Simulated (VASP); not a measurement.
# ZnAu (Pm-3m) in VASP: notebook

ZnAu is run at these levels: PBEsol; tasks: single point.

Program: VASP 6.6.1. These are calculated values, not measurements. Logs are shortened: lines on timing, memory, paths and dates and some standing lists are left out, and cuts for length are marked.

### Step 1. The cell of the first run

It takes space group Pm-3m (No. 221, cubic). The conventional cell has a = 3.083 Å, b = 3.083 Å, c = 3.083 Å, α = 90.00°, β = 90.00°, γ = 90.00°. Zn (site symmetry m-3m) has 8 Au at 2.67 Å and 6 Zn at 3.08 Å within 3.5 Å. Within 3.5 Å of Au (site symmetry m-3m) lie 8 Zn at 2.67 Å and 6 Au at 3.08 Å.

### Step 2. Single point, PBEsol (volume scaled by 0.94)

The input, INCAR:

```
PREC = Accurate
ENCUT = 520
EDIFF = 1E-6
ISMEAR = -1
SIGMA = 0.05
LREAL = F
LASPH = T
NELM = 60
ALGO = Normal
ISIF = 2
LWAVE = F
LCHARG = T
GGA = PS
LELF = T
LVHAR = T
NBANDS = 18
```

The input, KPOINTS:

```
Automatic mesh
0
Gamma
  13 13 13
```

The input, POSCAR:

```
ZnAu
1.0
    3.0827574841      0.0000000000      0.0000000000
    0.0000000000      3.0827574841      0.0000000000
    0.0000000000      0.0000000000      3.0827574841
Zn Au
1 1
Direct
    0.5000000000      0.5000000000      0.5000000000
    0.0000000000      0.0000000000      0.0000000000
```

Potentials or basis: VASP PAW PBE potentials, release 64 (Zn, Au).

On the command line:

```bash
cat potpaw_PBE.64/Zn/POTCAR potpaw_PBE.64/Au/POTCAR > POTCAR
mpirun -np 1 vasp_std > vasp.out
```

OUTCAR:

```text
PREC = Accurate
   ENCUT = 520
   EDIFF = 1E-6
   ISMEAR = -1
   LREAL = F
   LASPH = T
   NELM = 60
   ISIF = 2
   GGA = PS

 ion  position               nearest neighbor table
   1  0.500  0.500  0.500-   2 2.67   2 2.67   2 2.67   2 2.67   2 2.67   2 2.67   2 2.67   2 2.67

   2  0.000  0.000  0.000-   1 2.67   1 2.67   1 2.67   1 2.67   1 2.67   1 2.67   1 2.67   1 2.67

  LATTYP: Found a simple cubic cell.
 ALAT       =     3.0827574841

  Lattice vectors:

 A1 = (   3.0827574841,   0.0000000000,   0.0000000000)
 A2 = (   0.0000000000,   3.0827574841,   0.0000000000)
 A3 = (   0.0000000000,   0.0000000000,   3.0827574841)

Analysis of symmetry for initial positions (statically):
=====================================================================
 Subroutine PRICEL returns:
 Original cell was already a primitive cell.

 Routine SETGRP: Setting up the symmetry group for a
 simple cubic supercell.

 Subroutine GETGRP returns: Found 48 space group operations
 (whereof 48 operations were pure point group operations)
 out of a pool of 48 trial point group operations.

The static configuration has the point symmetry O_h .

Analysis of symmetry for dynamics (positions and initial velocities):
=====================================================================
 Subroutine PRICEL returns:
 Original cell was already a primitive cell.

 Routine SETGRP: Setting up the symmetry group for a
 simple cubic supercell.

 Subroutine GETGRP returns: Found 48 space group operations
 (whereof 48 operations were pure point group operations)
 out of a pool of 48 trial point group operations.

The dynamic configuration has the point symmetry O_h .

 Subroutine INISYM returns: Found 48 space group operations
 (whereof 48 operations are pure point group operations),
 and found     1 'primitive' translations

----------------------------------------------------------------------------------------

                                     Primitive cell

  volume of cell :      29.2967

  direct lattice vectors                    reciprocal lattice vectors
     3.082757484  0.000000000  0.000000000     0.324384907  0.000000000  0.000000000
     0.000000000  3.082757484  0.000000000     0.000000000  0.324384907  0.000000000
     0.000000000  0.000000000  3.082757484     0.000000000  0.000000000  0.324384907

  length of vectors
     3.082757484  3.082757484  3.082757484     0.324384907  0.324384907  0.324384907

  position of ions in fractional coordinates (direct lattice)
     0.500000000  0.500000000  0.500000000
[... 72 lines left out ...]
   ISPIN  =      1    spin polarized calculation?
   LNONCOLLINEAR =      F non collinear calculations
   LSORBIT =      F    spin-orbit coupling
   LASPH  =      T    aspherical Exc in radial PAW
   ENCUT  =  520.0 eV  38.22 Ry    6.18 a.u.   5.73  5.73  5.73*2*pi/ulx,y,z
   NELM   =     60;   NELMIN=  2; NELMDL= -5     # of ELM steps
   EDIFF  = 0.1E-05   stopping-criterion for ELM
   LREAL  =      F    real-space projection
   EDIFFG = 0.1E-04   stopping-criterion for IOM
   NSW    =      0    number of steps for IOM
   IBRION =     -1    ionic relax: 0-MD 1-quasi-New 2-CG
   NFREE  =      0    steps in history (QN), initial steepest desc. (CG)
   ISIF   =      2    stress and relaxation
   ISYM   =      2    0-nonsym 1-usesym 2-fastsym
   POTIM  = 0.5000    time-step for ionic-motion
   TEBEG  =    0.0;   TEEND  =   0.0 temperature during run
   PSTRESS=    0.0 pullay stress
   NELECT =      23.0000    total number of electrons
   NUPDOWN=      -1.0000    fix difference up-down
   EMIN   =  10.00;   EMAX   =-10.00  energy-range for DOS
   EFERMI =   0.00;   METHOD = LEGACY
   ISMEAR =    -1;   SIGMA  =   0.05  broadening in eV -4-tet -1-fermi 0-gaus
   EFERMI_NEDOS =   21; number of points for ismear=-14 and -15
   IALGO  =     38    algorithm
   IMIX   =      4    mixing-type and parameters
     AMIX     =   0.40;   BMIX     =  1.00
     AMIX_MAG =   1.60;   BMIX_MAG =  1.00
  volume/ion in A,a.u.               =      14.65        98.85
  Fermi-wavevector in a.u.,A,eV,Ry     =   1.510236  2.853932 31.032332  2.280812
  Thomas-Fermi vector in A             =   2.620452
   LORBIT       =      0    0 simple, 1 ext, 2 COOP (PROOUT), +10 PAW based schemes
   GGA     = PS    functional components
   LHFCALC =     F    Hartree Fock is set to
   AEXX    =    0.0000 exact exchange contribution
   IVDW    =     0    specifies the selected vdW correction
   LEPSILON=     F    determine dielectric tensor
   LRPA    =     F    only Hartree local field effects (RPA)
 non-spin polarized calculation
  energy-cutoff  :      520.00
  volume of cell :       29.30
 maximum number of plane-waves:       804
 NGX is ok and might be reduce to    24
   NGX = 11   NGY = 11   NGZ = 11

 number of electron      22.9999970 magnetization

 Free energy of the ion-electron system (eV)
  ---------------------------------------------------
  ext. energy  EPLUGINS =         0.00000000
  ---------------------------------------------------
  free energy    TOTEN  =        -5.92312836 eV

  energy without entropy =       -5.91711629  energy(sigma->0) =       -5.92012232

 E-fermi :   7.7815     XC(G=0): -12.8915

 val. band max:        7.7134919664   @ k =   0.4615   0.3846   0.2308
 cond. band min:       7.8169841300   @ k =   0.3846   0.3077   0.1538
 fundamental gap:      0.1034921636
 Fermi energy:         7.7815279567

 k-point     1 :       0.0000    0.0000    0.0000
  band No.  band energies     occupation
      1      -3.5594      2.00000
      2      -0.7376      2.00000
      3      -0.7376      2.00000
      4       0.1268      2.00000
      5       0.1268      2.00000
      6       0.1268      2.00000
[... 481 lines left out ...]
      5       0.2537      2.00000
      6       0.9061      2.00000
[... 10 lines left out ...]
     17      21.8828      0.00000
     18      22.3990      0.00000

 [... further k-points ...]
[... 5 lines left out ...]
  --------------------------------------------------------------------------------------
  -------------------------------------------------------------------------------------
  Total        1.3345049      1.3345049      1.3345049      0.0000000      0.0000000     -0.0000000
  in kB       72.9814815     72.9814815     72.9814815      0.0000000      0.0000000     -0.0000000
  external PRESSURE =      72.9814815 kB  Pullay stress =       0.0000000 kB

 VOLUME and BASIS-vectors are now :
 -----------------------------------------------------------------------------
  energy-cutoff  :      520.00
  volume of cell :       29.30
      direct lattice vectors                 reciprocal lattice vectors
     3.082757484  0.000000000  0.000000000     0.324384907  0.000000000  0.000000000
     0.000000000  3.082757484  0.000000000     0.000000000  0.324384907  0.000000000
     0.000000000  0.000000000  3.082757484     0.000000000  0.000000000  0.324384907

 POSITION                                       TOTAL-FORCE (eV/Angst)
 -----------------------------------------------------------------------------------
      1.54138      1.54138      1.54138         0.000000      0.000000      0.000000
      0.00000      0.00000      0.00000         0.000000      0.000000      0.000000
 -----------------------------------------------------------------------------------
    total drift:                                0.000000      0.000000     -0.000000

  FREE ENERGIE OF THE ION-ELECTRON SYSTEM (eV)
  ---------------------------------------------------
  free  energy   TOTEN  =        -5.9231283552 eV

  energy  without entropy=       -5.9171162872  energy(sigma->0) =       -5.92012232
```

Run time: 18 s. Hardware: 1 thread of Intel Xeon Platinum 8488C (Sapphire Rapids), shared host; peak memory 0.16 GiB.

What came out:

```yaml
Free_energy: -5.9231 eV
Pressure: 7.3 GPa
```

Caveat: the PAW data sets were made with another functional, which shifts forces and pressure a little; spin-orbit coupling is left out, which moves the levels of the heavy elements.

### Step 3. Single point, PBEsol (volume scaled by 0.98)

The input, INCAR:

```
PREC = Accurate
ENCUT = 520
EDIFF = 1E-7
ISMEAR = -1
SIGMA = 0.05
LREAL = False
LASPH = True
NELM = 80
ALGO = Normal
ISIF = 2
LWAVE = False
LCHARG = True
GGA = PS
LELF = True
LVHAR = True
NBANDS = 18
```

The input, KPOINTS:

```
regular mesh
0
Gamma
  13 13 13
```

The input, POSCAR:

```
ZnAu
1.0
    3.1258785582      0.0000000000      0.0000000000
    0.0000000000      3.1258785582      0.0000000000
    0.0000000000      0.0000000000      3.1258785582
Zn Au
1 1
Direct
    0.5000000000      0.5000000000      0.5000000000
    0.0000000000      0.0000000000      0.0000000000
```

Potentials or basis: VASP PAW PBE potentials, release 64 (Zn, Au).

On the command line:

```bash
cat potpaw_PBE.64/Zn/POTCAR potpaw_PBE.64/Au/POTCAR > POTCAR
mpirun -np 1 vasp_std > vasp.out
```

OUTCAR:

```text
PREC = Accurate
   ENCUT = 520
   EDIFF = 1E-7
   ISMEAR = -1
   LREAL = False
   LASPH = True
   NELM = 80
   ISIF = 2
   GGA = PS

 ion  position               nearest neighbor table
   1  0.500  0.500  0.500-   2 2.71   2 2.71   2 2.71   2 2.71   2 2.71   2 2.71   2 2.71   2 2.71

   2  0.000  0.000  0.000-   1 2.71   1 2.71   1 2.71   1 2.71   1 2.71   1 2.71   1 2.71   1 2.71

  LATTYP: Found a simple cubic cell.
 ALAT       =     3.1258785582

  Lattice vectors:
[... 190 lines left out ...]
      3      -1.0402      2.00000
      4      -0.2887      2.00000
      5      -0.2887      2.00000
      6      -0.2887      2.00000
[... 481 lines left out ...]
      5      -0.1724      2.00000
      6       0.5207      2.00000
[... 10 lines left out ...]
     17      21.1169      0.00000
     18      21.4631      0.00000

 [... further k-points ...]
[... 5 lines left out ...]
  --------------------------------------------------------------------------------------
  -------------------------------------------------------------------------------------
  Total        0.1040031      0.1040031      0.1040031     -0.0000000     -0.0000000     -0.0000000
  in kB        5.4555728      5.4555728      5.4555728     -0.0000000     -0.0000000     -0.0000000
  external PRESSURE =       5.4555728 kB  Pullay stress =       0.0000000 kB

 VOLUME and BASIS-vectors are now :
 -----------------------------------------------------------------------------
  energy-cutoff  :      520.00
  volume of cell :       30.54
      direct lattice vectors                 reciprocal lattice vectors
     3.125878558  0.000000000  0.000000000     0.319910061  0.000000000  0.000000000
     0.000000000  3.125878558  0.000000000     0.000000000  0.319910061  0.000000000
     0.000000000  0.000000000  3.125878558     0.000000000  0.000000000  0.319910061

 POSITION                                       TOTAL-FORCE (eV/Angst)
 -----------------------------------------------------------------------------------
      1.56294      1.56294      1.56294         0.000000      0.000000      0.000000
      0.00000      0.00000      0.00000         0.000000      0.000000      0.000000
 -----------------------------------------------------------------------------------
    total drift:                                0.000000      0.000000     -0.000000

  FREE ENERGIE OF THE ION-ELECTRON SYSTEM (eV)
  ---------------------------------------------------
  free  energy   TOTEN  =        -5.9532181995 eV

  energy  without entropy=       -5.9470113445  energy(sigma->0) =       -5.95011477
```

Run time: 20 s. Hardware: 1 thread of Intel Xeon Platinum 8488C (Sapphire Rapids), shared host; peak memory 0.16 GiB.

Results:

```
Free energy : -5.9532 eV
Pressure    : 0.5 GPa
```

Caveat: the PAW data sets were made with another functional, which shifts forces and pressure a little; spin-orbit coupling is left out, which moves the levels of the heavy elements.
